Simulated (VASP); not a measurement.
# AlCrC2N2 (P-1) in VASP: single point with PBE

Aim: the single point of AlCrC2N2 with PBE.

Program: VASP 6.6.1. These are calculated values, not measurements. Logs are shortened: lines on timing, memory, paths and dates and some standing lists are left out, and cuts for length are marked.

## Step 1: The cell of the first run

The typed cell holds 6 atoms: a = 4.297 Å, b = 4.698 Å, c = 7.646 Å, α = 100.84°, β = 90.74°, γ = 104.83°.

## Step 2: Single point, PBE, collinear spin, ferromagnetic start

INCAR reads:

```
SYSTEM = AlCrC2N2
PREC = Accurate ; ENCUT = 520
EDIFF = 1E-6 ; ISMEAR = 0
SIGMA = 0.1 ; LREAL = .FALSE.
LASPH = .TRUE. ; NELM = 150
ALGO = Normal ; ISIF = 2
LWAVE = .FALSE. ; LCHARG = .TRUE.
ISPIN = 2 ; MAGMOM = 0 3 0 0 0 0
LORBIT = 11 ; LMAXMIX = 4
GGA = PE ; LELF = .TRUE.
LVHAR = .TRUE. ; NBANDS = 30
```

KPOINTS reads:

```
regular mesh
0
G
  4 4 2
  0 0 0
```

POSCAR reads:

```
AlCrC2N2
1.0
    4.2971232800      0.0000000000      0.0000000000
   -1.2025687000      4.5411666300      0.0000000000
   -0.0989911800     -1.5137267000      7.4941331800
Al Cr C N
1 1 2 2
Direct
    0.0000000000      0.0000000000      0.0000000000
    0.5000000000      0.5000000000      0.5000000000
    0.8152709400      0.8152709400      0.1847290600
    0.1847290600      0.1847290600      0.8152709400
    0.7000000000      0.7000000000      0.3000000000
    0.3000000000      0.3000000000      0.7000000000
```

Potentials or basis: VASP PAW PBE potentials, release 64 (Al, Cr_pv, C, N).

Run with:

```console
> cat potpaw_PBE.64/Al/POTCAR potpaw_PBE.64/Cr_pv/POTCAR potpaw_PBE.64/C/POTCAR potpaw_PBE.64/N/POTCAR > POTCAR
> mpirun -np 1 vasp_std > vasp.out
```

OUTCAR:

```text
SYSTEM = AlCrC2N2
   PREC = Accurate
   ENCUT = 520
   EDIFF = 1E-6
   ISMEAR = 0
   LREAL = .FALSE.
   LASPH = .TRUE.
   NELM = 150
   ISIF = 2
   ISPIN = 2
   LORBIT = 11
   GGA = PE

 ion  position               nearest neighbor table
   1  0.000  0.000  0.000-   3 1.87   4 1.87
   2  0.500  0.500  0.500-   5 2.03   6 2.03
   3  0.815  0.815  0.185-   5 1.17   1 1.87
   4  0.185  0.185  0.815-   6 1.17   1 1.87
   5  0.700  0.700  0.300-   3 1.17   2 2.03
   6  0.300  0.300  0.700-   4 1.17   2 2.03

  LATTYP: Found a triclinic cell.
 ALAT       =     4.6976979298
 B/A-ratio  =     3.2744655433
 C/A-ratio  =     1.1697884473
 COS(alpha) =     0.0003049273
 COS(beta)  =     0.6546802546
 COS(gamma) =     0.6603303775

  Lattice vectors:

 A1 = (  -1.2025687000,   4.5411666300,   0.0000000000)
 A2 = ( -11.0983751400,   7.5686065600,   7.4941331800)
 A3 = (   3.0945545800,   4.5411666300,   0.0000000000)

Analysis of symmetry for initial positions (statically):
=====================================================================
 Subroutine PRICEL returns:
 Original cell was already a primitive cell.

 Routine SETGRP: Setting up the symmetry group for a
 triclinic supercell.

 Subroutine GETGRP returns: Found  2 space group operations
 (whereof  2 operations were pure point group operations)
 out of a pool of  2 trial point group operations.

The static configuration has the point symmetry S_2 .

Analysis of symmetry for dynamics (positions and initial velocities):
=====================================================================
 Subroutine PRICEL returns:
 Original cell was already a primitive cell.

 Routine SETGRP: Setting up the symmetry group for a
 triclinic supercell.

 Subroutine GETGRP returns: Found  2 space group operations
 (whereof  2 operations were pure point group operations)
 out of a pool of  2 trial point group operations.

The dynamic configuration has the point symmetry S_2 .

Analysis of structural, dynamic, and magnetic symmetry:
=====================================================================
 Subroutine PRICEL returns:
 Original cell was already a primitive cell.

 Routine SETGRP: Setting up the symmetry group for a
 triclinic supercell.

 Subroutine GETGRP returns: Found  2 space group operations
 (whereof  2 operations were pure point group operations)
 out of a pool of  2 trial point group operations.

The overall configuration has the point symmetry S_2 .

 Subroutine INISYM returns: Found  2 space group operations
 (whereof  2 operations are pure point group operations),
 and found     1 'primitive' translations

----------------------------------------------------------------------------------------

                                     Primitive cell

  volume of cell :     146.2402

  direct lattice vectors                    reciprocal lattice vectors
     4.297123280  0.000000000  0.000000000     0.232713826  0.061626094  0.015521699
    -1.202568700  4.541166630  0.000000000     0.000000000  0.220207731  0.044479370
    -0.098991180 -1.513726700  7.494133180     0.000000000  0.000000000  0.133437714

  length of vectors
     4.297123280  4.697697930  7.646123194     0.241235204  0.224654978  0.133437714

  position of ions in fractional coordinates (direct lattice)
     0.000000000  0.000000000  0.000000000
     0.500000000  0.500000000  0.500000000
     0.815270940  0.815270940  0.184729060
     0.184729060  0.184729060  0.815270940
     0.700000000  0.700000000  0.300000000
     0.300000000  0.300000000  0.700000000

  ion indices of the primitive-cell ions
   primitive index   ion index
                 1           1
                 2           2
                 3           3
                 4           4
                 5           5
                 6           6

----------------------------------------------------------------------------------------

[... 26 lines left out ...]
  0.000000  0.000000  0.000000      1.000000
  0.250000  0.000000 -0.000000      2.000000
  0.500000  0.000000 -0.000000      1.000000
  0.000000  0.250000 -0.000000      2.000000
  0.250000  0.250000  0.000000      2.000000
  0.500000  0.250000  0.000000      2.000000
[... 12 lines left out ...]
  0.250000  0.500000  0.500000      2.000000
  0.500000  0.500000  0.500000      1.000000
   k-points           NKPTS =     20   k-points in BZ     NKDIM =     20   number of bands    NBANDS=     30
   number of dos      NEDOS =    301   number of ions     NIONS =      6
   total plane-waves  NPLWV =  69120
   dimension x,y,z NGX =    32 NGY =   36 NGZ =   60
   dimension x,y,z NGXF=    64 NGYF=   72 NGZF=  120
   ions per type =               1   1   2   2
   NGX,Y,Z   is equivalent  to a cutoff of  12.38, 12.74, 13.05 a.u.
   NGXF,Y,Z  is equivalent  to a cutoff of  24.76, 25.48, 26.09 a.u.
 SYSTEM =  AlCrC2N2
   PREC   = accura    normal or accurate (medium, high low for compatibility)
   ISTART =      0    job   : 0-new  1-cont  2-samecut
   ICHARG =      2    charge: 1-file 2-atom 10-const
   ISPIN  =      2    spin polarized calculation?
   LNONCOLLINEAR =      F non collinear calculations
   LSORBIT =      F    spin-orbit coupling
   LASPH  =      T    aspherical Exc in radial PAW
   ENCUT  =  520.0 eV  38.22 Ry    6.18 a.u.   7.99  8.73 14.22*2*pi/ulx,y,z
   NELM   =    150;   NELMIN=  2; NELMDL= -5     # of ELM steps
   EDIFF  = 0.1E-05   stopping-criterion for ELM
   LREAL  =      F    real-space projection
   EDIFFG = 0.1E-04   stopping-criterion for IOM
   NSW    =      0    number of steps for IOM
   IBRION =     -1    ionic relax: 0-MD 1-quasi-New 2-CG
   NFREE  =      0    steps in history (QN), initial steepest desc. (CG)
   ISIF   =      2    stress and relaxation
   ISYM   =      2    0-nonsym 1-usesym 2-fastsym
   POTIM  = 0.5000    time-step for ionic-motion
   TEBEG  =    0.0;   TEEND  =   0.0 temperature during run
   PSTRESS=    0.0 pullay stress
   NELECT =      33.0000    total number of electrons
   NUPDOWN=      -1.0000    fix difference up-down
   EMIN   =  10.00;   EMAX   =-10.00  energy-range for DOS
   EFERMI =   0.00;   METHOD = LEGACY
   ISMEAR =     0;   SIGMA  =   0.10  broadening in eV -4-tet -1-fermi 0-gaus
   EFERMI_NEDOS =   21; number of points for ismear=-14 and -15
   IALGO  =     38    algorithm
   IMIX   =      4    mixing-type and parameters
     AMIX     =   0.40;   BMIX     =  1.00
     AMIX_MAG =   1.60;   BMIX_MAG =  1.00
  volume/ion in A,a.u.               =      24.37       164.48
  Fermi-wavevector in a.u.,A,eV,Ry     =   0.996683  1.883459 13.515728  0.993378
  Thomas-Fermi vector in A             =   2.128789
   LORBIT       =     11    0 simple, 1 ext, 2 COOP (PROOUT), +10 PAW based schemes
   GGA     = PE    functional components
   LHFCALC =     F    Hartree Fock is set to
   AEXX    =    0.0000 exact exchange contribution
   IVDW    =     0    specifies the selected vdW correction
   LEPSILON=     F    determine dielectric tensor
   LRPA    =     F    only Hartree local field effects (RPA)
 spin polarized calculation
 Gauss-broadening in eV      SIGMA  =   0.10
  energy-cutoff  :      520.00
  volume of cell :      146.24
 maximum number of plane-waves:      3970
   NGX = 15   NGY = 17   NGZ = 29

 number of electron      33.0000011 magnetization       3.5092016

 Free energy of the ion-electron system (eV)
  ---------------------------------------------------
  ext. energy  EPLUGINS =         0.00000000
  ---------------------------------------------------
  free energy    TOTEN  =       -42.88189146 eV

  energy without entropy =      -42.87559981  energy(sigma->0) =      -42.87874563

 E-fermi :   1.2293     XC(G=0):  -7.1322

 val. band max:        1.2008220249   @ k =   0.5000   0.2500   0.5000
 cond. band min:       1.2387069866   @ k =   0.0000   0.0000   0.0000
 fundamental gap:      0.0378849617
 Fermi energy:         1.2292865981

 spin component 1

 k-point     1 :       0.0000    0.0000    0.0000
  band No.  band energies     occupation
      1     -43.0283      1.00000
      2     -42.9778      1.00000
      3     -42.9542      1.00000
      4     -18.1409      1.00000
      5     -18.0795      1.00000
      6      -8.6069      1.00000
[... 609 lines left out ...]
     27       6.4298      0.00000
     28       7.0675      0.00000
 Fermi energy:         1.2292865981

 spin component 2

 k-point     1 :       0.0000    0.0000    0.0000
  band No.  band energies     occupation
      1     -39.3904      1.00000
      2     -38.9659      1.00000
      3     -38.9305      1.00000
      4     -18.2523      1.00000
      5     -18.1910      1.00000
      6      -8.7453      1.00000
[... 609 lines left out ...]
     27       6.6905      0.00000
     28       7.7608      0.00000
 [bands above 28 left out]

------------------------ aborting loop because EDIFF is reached ----------------------------------------

  FORCE on cell =-STRESS in cart. coord.  units (eV):
  Direction    XX          YY          ZZ          XY          YZ          ZX
  --------------------------------------------------------------------------------------
  -------------------------------------------------------------------------------------
  Total       -1.7971290      0.2804917     -1.2701938     -0.2738838     -0.4627721     -0.0763479
  in kB      -19.6889782      3.0730099    -13.9159842     -3.0006145     -5.0700364     -0.8364515
  external PRESSURE =     -10.1773175 kB  Pullay stress =       0.0000000 kB

 VOLUME and BASIS-vectors are now :
 -----------------------------------------------------------------------------
  energy-cutoff  :      520.00
  volume of cell :      146.24
      direct lattice vectors                 reciprocal lattice vectors
     4.297123280  0.000000000  0.000000000     0.232713826  0.061626094  0.015521699
    -1.202568700  4.541166630  0.000000000     0.000000000  0.220207731  0.044479370
    -0.098991180 -1.513726700  7.494133180     0.000000000  0.000000000  0.133437714

 POSITION                                       TOTAL-FORCE (eV/Angst)
 -----------------------------------------------------------------------------------
      0.00000      0.00000      0.00000         0.000000     -0.000000      0.000000
      1.49778      1.51372      3.74707         0.000000     -0.000000      0.000000
      2.50461      3.42265      1.38438         0.831703      1.481103     -1.768871
      0.49095     -0.39521      6.10975        -0.831703     -1.481103      1.768871
      2.13649      2.72470      2.24824        -1.003194     -1.942434      2.424842
      0.85907      0.30274      5.24589         1.003194      1.942434     -2.424842
 -----------------------------------------------------------------------------------
    total drift:                               -0.000000      0.000000      0.000000

  FREE ENERGIE OF THE ION-ELECTRON SYSTEM (eV)
  ---------------------------------------------------
  free  energy   TOTEN  =       -42.8818914565 eV

  energy  without entropy=      -42.8755998125  energy(sigma->0) =      -42.87874563

 total charge

# of ion       s       p       d       tot
------------------------------------------
    1        0.346   0.438   0.000   0.785
    2        0.229   6.112   4.174  10.515
    3        0.933   1.690   0.000   2.622
    4        0.933   1.690   0.000   2.622
    5        1.297   2.586   0.000   3.884
    6        1.297   2.586   0.000   3.884
--------------------------------------------------
tot          5.036  15.102   4.174  24.312

 magnetization (x)

# of ion       s       p       d       tot
------------------------------------------
    1       -0.019  -0.138   0.000  -0.157
    2        0.114   0.018   3.809   3.940
    3        0.003   0.057   0.000   0.060
    4        0.003   0.057   0.000   0.060
    5       -0.013  -0.141   0.000  -0.154
    6       -0.013  -0.141   0.000  -0.154
--------------------------------------------------
tot          0.076  -0.289   3.809   3.595
```

Run time: 3.2 min. Hardware: 1 thread of Intel Xeon Platinum 8488C (Sapphire Rapids), shared host; peak memory 0.38 GiB.

Results:

| Item | Value |
| --- | --- |
| Free energy | -42.8819 eV |
| Pressure | -1.0 GPa |
| Largest force | 3.265 eV/Å |
| Net moment | 3.51 μB per cell |
| Site moments | Al -0.16; Cr +3.94; C +0.06; N -0.15 μB |
| Valence electrons inside the program's atomic spheres | Al 0.79; Cr 10.52; C 2.62; N 3.88 |

Forces in eV/Å, atoms in the order of the input:
```
Al   0.000  0.000  0.000
Cr   0.000  0.000  0.000
C    0.832  1.481 -1.769
C   -0.832 -1.481  1.769
N   -1.003 -1.942  2.425
N    1.003  1.942 -2.425
```

Caveat: the k points lie up to 0.42 Å⁻¹ apart; a cell with one magnetic atom can't hold antiferromagnetic order, which such compounds often take; forces of over 1 eV/Å act on the atoms, so gaps and moduli don't describe the material at rest. With open d or f shells a metallic result of PBE can be an artefact of self-interaction; +U or a hybrid may open a gap.
